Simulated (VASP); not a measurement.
# AlN (I-4m2) in VASP: a series of runs

AlN is run at these levels: HSE06, r2SCAN; tasks: single point.

All numbers are computed with VASP 6.6.1; they aren't measurements. Logs are shortened: lines on timing, memory, paths and dates and some standing lists are left out, and cuts for length are marked.

## Step 1: The cell of the first run

It takes space group I-4m2 (No. 119, tetragonal). The conventional cell has a = 3.152 Å, b = 3.152 Å, c = 4.273 Å, α = 90.00°, β = 90.00°, γ = 90.00°. Al (site symmetry -4m2) has 4 N at 1.90 Å within 2.5 Å. N (site symmetry -4m2) has 4 Al at 1.90 Å within 2.5 Å.

## Step 2: Single point, HSE06 (epitaxial xy strain +2.0%)

File POSCAR:

```
AlN
1.0
    0.0000000000      2.2285739407      2.1366451309
    2.2285739407      0.0000000000      2.1366451309
    2.2285739407      2.2285739407      0.0000000000
Al N
1 1
Direct
    0.0000000000      0.0000000000      0.0000000000
    0.2500000000      0.2500000000      0.2500000000
```

File INCAR.step1:

```
PREC     = Accurate       # precision mode
ENCUT    = 520            # plane-wave cutoff, eV
EDIFF    = 1E-5           # SCF threshold, eV
ISMEAR   = 0              # smearing method
SIGMA    = 0.01           # smearing width, eV
LREAL    = F              # projectors in reciprocal space
LASPH    = T              # aspherical terms in the spheres
NELM     = 60             # most SCF steps
ALGO     = Normal         # electronic algorithm
ISIF     = 2              # what is computed and relaxed
LWAVE    = T              # write WAVECAR
GGA      = PE             # functional
NBANDS   = 11             # bands
```

File INCAR.step2:

```
PREC     = Accurate       # precision mode
ENCUT    = 520            # plane-wave cutoff, eV
EDIFF    = 1E-7           # SCF threshold, eV
ISMEAR   = 0              # smearing method
SIGMA    = 0.01           # smearing width, eV
LREAL    = F              # projectors in reciprocal space
LASPH    = T              # aspherical terms in the spheres
NELM     = 60             # most SCF steps
ALGO     = Normal         # electronic algorithm
ISIF     = 2              # what is computed and relaxed
LWAVE    = F              # write WAVECAR
LCHARG   = T              # write CHGCAR
GGA      = PE             # functional
LHFCALC  = T              # exact exchange
HFSCREEN = 0.2079         # screening, 1/A
PRECFOCK = Normal       
LELF     = T              # ELF
LVHAR    = T            
ISTART   = 1            
NBANDS   = 11             # bands
```

File KPOINTS:

```
regular mesh
0
Gamma
  8 8 8
```

Potentials or basis: VASP PAW PBE potentials, release 64 (Al, N).

Run with:

```console
cat potpaw_PBE.64/Al/POTCAR potpaw_PBE.64/N/POTCAR > POTCAR
cp INCAR.step1 INCAR
mpirun -np 1 vasp_std > vasp.out
cp INCAR.step2 INCAR
mpirun -np 1 vasp_std > vasp.out
```

OUTCAR:

```text
PREC = Accurate
   ENCUT = 520
   EDIFF = 1E-7
   ISMEAR = 0
   LREAL = F
   LASPH = T
   NELM = 60
   ISIF = 2
   GGA = PE
   LHFCALC = T
   HFSCREEN = 0.2079
   PRECFOCK = Normal
   ISTART = 1

 ion  position               nearest neighbor table
   1  0.000  0.000  0.000-   2 1.90   2 1.90   2 1.90   2 1.90
   2  0.250  0.250  0.250-   1 1.90   1 1.90   1 1.90   1 1.90

  LATTYP: Found a body centered tetragonal cell.
 ALAT       =     3.1516794917
 C/A-ratio  =     1.3558771674

  Lattice vectors:

 A1 = (   0.0000000000,  -2.2285739407,  -2.1366451309)
 A2 = (   0.0000000000,   2.2285739407,  -2.1366451309)
 A3 = (   2.2285739407,   0.0000000000,   2.1366451309)

Analysis of symmetry for initial positions (statically):
=====================================================================
 Subroutine PRICEL returns:
 Original cell was already a primitive cell.

 Routine SETGRP: Setting up the symmetry group for a
 body centered tetragonal supercell.

 Subroutine GETGRP returns: Found  8 space group operations
 (whereof  8 operations were pure point group operations)
 out of a pool of 16 trial point group operations.

The static configuration has the point symmetry D_2d.

Analysis of symmetry for dynamics (positions and initial velocities):
=====================================================================
 Subroutine PRICEL returns:
 Original cell was already a primitive cell.

 Routine SETGRP: Setting up the symmetry group for a
 body centered tetragonal supercell.

 Subroutine GETGRP returns: Found  8 space group operations
 (whereof  8 operations were pure point group operations)
 out of a pool of 16 trial point group operations.

The dynamic configuration has the point symmetry D_2d.

 Subroutine INISYM returns: Found  8 space group operations
 (whereof  8 operations are pure point group operations),
 and found     1 'primitive' translations

----------------------------------------------------------------------------------------

                                     Primitive cell

  volume of cell :      21.2235

  direct lattice vectors                    reciprocal lattice vectors
     0.000000000  2.228573941  2.136645131    -0.224358721  0.224358721  0.234011719
     2.228573941  0.000000000  2.136645131     0.224358721 -0.224358721  0.234011719
     2.228573941  2.228573941  0.000000000     0.224358721  0.224358721 -0.234011719
[... 99 lines left out ...]
   ISMEAR =     0;   SIGMA  =   0.01  broadening in eV -4-tet -1-fermi 0-gaus
   EFERMI_NEDOS =   21; number of points for ismear=-14 and -15
   IALGO  =     38    algorithm
   IMIX   =      1    mixing-type and parameters
     AMIX     =   0.40;   BMIX     =  1.00
     AMIX_MAG =   1.60;   BMIX_MAG =  1.00
  volume/ion in A,a.u.               =      10.61        71.61
  Fermi-wavevector in a.u.,A,eV,Ry     =   1.182586  2.234763 19.027873  1.398509
  Thomas-Fermi vector in A             =   2.318837
   LORBIT       =      0    0 simple, 1 ext, 2 COOP (PROOUT), +10 PAW based schemes
   GGA     = PE    functional components
   LHFCALC =     T    Hartree Fock is set to
   PRECFOCK=normal    Normal, Fast or Accurate (Low or Medium for compatibility)
   ENCUT4O =  -1.0   cutoff for four orbital integrals eV
   NKREDX  =     1    reduce k-point grid by
   NKREDY  =     1    reduce k-point grid by
   NKREDZ  =     1    reduce k-point grid by
   AEXX    =    0.2500 exact exchange contribution
   HFSCREEN=    0.2079 screening length (either q_TF or 0.3 A-1)
   HFSCREENC=   0.2079 screening length for correlation (either q_TF or 0.3 A-1)
   ENCUTFOCK=  -1.0 apply spherical cutoff to Coloumb kernel
   IVDW    =     0    specifies the selected vdW correction
   LEPSILON=     F    determine dielectric tensor
   LRPA    =     F    only Hartree local field effects (RPA)
 non-spin polarized calculation
 Gauss-broadening in eV      SIGMA  =   0.01
  energy-cutoff  :      520.00
  volume of cell :       21.22
 maximum number of plane-waves:       582
  NGX = 18; NGY = 18; NGZ = 18

 number of electron       8.0000001 magnetization

 Free energy of the ion-electron system (eV)
  ---------------------------------------------------
  ext. energy  EPLUGINS =         0.00000000
  ---------------------------------------------------
  free energy    TOTEN  =       -17.37999089 eV

  energy without entropy =      -17.37999089  energy(sigma->0) =      -17.37999089

 E-fermi :   5.1359     XC(G=0):  -8.9527

 val. band max:        4.9981401866   @ k =   0.0000   0.0000   0.0000
 cond. band min:       9.3055375456   @ k =   0.5000   0.5000   0.0000
 fundamental gap:      4.3073973590
 Fermi energy:         5.1358661443

 k-point     1 :       0.0000    0.0000    0.0000
  band No.  band energies     occupation
      1     -11.4837      2.00000
      2       4.8325      2.00000
      3       4.8325      2.00000
      4       4.9981      2.00000
      5      10.2474      0.00000
      6      18.9001      0.00000
      7      18.9527      0.00000
      8      18.9527      0.00000
      9      23.6201      0.00000
     10      24.8388      0.00000
     11      25.1489      0.00000
[... 309 lines left out ...]
 k-point    24 :       0.3750    0.0000    0.1250
  band No.  band energies     occupation
      1      -9.8935      2.00000
      2       0.1618      2.00000
      3       3.8915      2.00000
      4       4.1995      2.00000
      5      13.3876      0.00000
      6      15.9215      0.00000
      7      17.9800      0.00000
      8      19.1682      0.00000
      9      22.4132      0.00000
     10      25.4415      0.00000
     11      26.3184      0.00000

 [... further k-points ...]

------------------------ aborting loop because EDIFF is reached ----------------------------------------

  FORCE on cell =-STRESS in cart. coord.  units (eV):
  Direction    XX          YY          ZZ          XY          YZ          ZX
  --------------------------------------------------------------------------------------
  -------------------------------------------------------------------------------------
  Total       -0.8300978     -0.8300978     -0.1148956      0.0000000      0.0000000      0.0000000
  in kB      -62.6647539    -62.6647539     -8.6735599      0.0000000      0.0000000      0.0000000
  external PRESSURE =     -44.6676893 kB  Pullay stress =       0.0000000 kB

 VOLUME and BASIS-vectors are now :
 -----------------------------------------------------------------------------
  energy-cutoff  :      520.00
  volume of cell :       21.22
      direct lattice vectors                 reciprocal lattice vectors
     0.000000000  2.228573941  2.136645131    -0.224358721  0.224358721  0.234011719
     2.228573941  0.000000000  2.136645131     0.224358721 -0.224358721  0.234011719
     2.228573941  2.228573941  0.000000000     0.224358721  0.224358721 -0.234011719

 POSITION                                       TOTAL-FORCE (eV/Angst)
 -----------------------------------------------------------------------------------
      0.00000      0.00000      0.00000        -0.000000     -0.000000     -0.000000
      1.11429      1.11429      1.06832         0.000000      0.000000      0.000000
 -----------------------------------------------------------------------------------
    total drift:                                0.000000      0.000000     -0.000000

  FREE ENERGIE OF THE ION-ELECTRON SYSTEM (eV)
  ---------------------------------------------------
  free  energy   TOTEN  =       -17.3799908949 eV

  energy  without entropy=      -17.3799908949  energy(sigma->0) =      -17.37999089
```

It took 53 min on 1 thread of Intel Xeon Platinum 8375C at 2.90GHz (Ice Lake), shared host; peak memory 0.27 GiB.

What came out:

```yaml
Free_energy: -17.3800 eV
Pressure: -4.5 GPa
Band_gap_on_the_k_mesh: 4.31 eV (least direct gap 5.25 eV)
```

Stress tensor (GPa, compression positive):
```
-6.27  0.00  0.00
 0.00 -6.27  0.00
 0.00  0.00 -0.87
```

Caveat: the cell differs from its parent crystal (epitaxial xy strain +2.0%); the stress differs along the axes, from -6 to -1 GPa; the structure was generated, so it needn't be the stable form of AlN; the PAW data sets were made with another functional, which shifts forces and pressure a little. A k mesh can miss the band edges.

## Step 3: Single point, r2SCAN (epitaxial xy strain +4.0%)

File POSCAR:

```
AlN
1.0
    0.0000000000      2.2722714690      2.0830640326
    2.2722714690      0.0000000000      2.0830640326
    2.2722714690      2.2722714690      0.0000000000
Al N
1 1
Direct
    0.0000000000      0.0000000000      0.0000000000
    0.2500000000      0.2500000000      0.2500000000
```

File INCAR.step1:

```
SYSTEM = AlN
PREC = Accurate
ENCUT = 520
ISMEAR = 0
SIGMA = 0.01
LREAL = .False.
LASPH = .True.
NELM = 100
NBANDS = 11
GGA = PE
ALGO = Normal
EDIFF = 1E-4
LWAVE = .True.
LCHARG = .False.
```

File INCAR.step2:

```
SYSTEM = AlN
PREC = Accurate
ENCUT = 520
EDIFF = 1E-6
ISMEAR = 0
SIGMA = 0.01
LREAL = .False.
LASPH = .True.
NELM = 100
ALGO = Normal
ISIF = 2
LWAVE = .False.
LCHARG = .False.
METAGGA = R2SCAN
LMIXTAU = .True.
NBANDS = 11
ISTART = 1
```

File KPOINTS:

```
Automatic mesh
0
Gamma
  10 10 10
  0 0 0
```

Potentials or basis: VASP PAW PBE potentials, release 64 (Al, N).

Run with:

```console
cat potpaw_PBE.64/Al/POTCAR potpaw_PBE.64/N/POTCAR > POTCAR
cp INCAR.step1 INCAR
mpirun -np 1 vasp_std > vasp.out
cp INCAR.step2 INCAR
mpirun -np 1 vasp_std > vasp.out
```

Run time: 88 s. Hardware: 1 thread of Intel Xeon 8259CL, shared host; peak memory 0.15 GiB.

Results (log left out):

```
Free energy            : -19.1234 eV
Pressure               : -7.1 GPa
Band gap on the k mesh : 3.51 eV (least direct gap 4.35 eV)
```

Stress tensor (GPa, compression positive):
```
-10.45   0.00   0.00
  0.00 -10.45   0.00
  0.00   0.00  -0.36
```

Levels at points of the mesh, in eV from the valence-band top:
```tsv
k point	band 2	band 3	band 4	band 5	band 6	band 7
(0.00, 0.00, 0.00)	-0.31	-0.31	0.00	4.35	12.91	13.04
(0.50, 0.00, 0.00)	-5.98	-1.04	-0.38	7.44	10.42	10.75
(0.50, 0.50, 0.00)	-4.52	-2.46	-2.46	3.51	8.12	15.53
(0.50, 0.00, 0.50)	-5.35	-1.74	-1.73	3.86	9.51	13.93
```

Caveat: the cell differs from its parent crystal (epitaxial xy strain +4.0%); the stress differs along the axes, from -10 to -0 GPa; the structure was generated, so it needn't be the stable form of AlN; the PAW data sets were made with another functional, which shifts forces and pressure a little. A k mesh can miss the band edges.
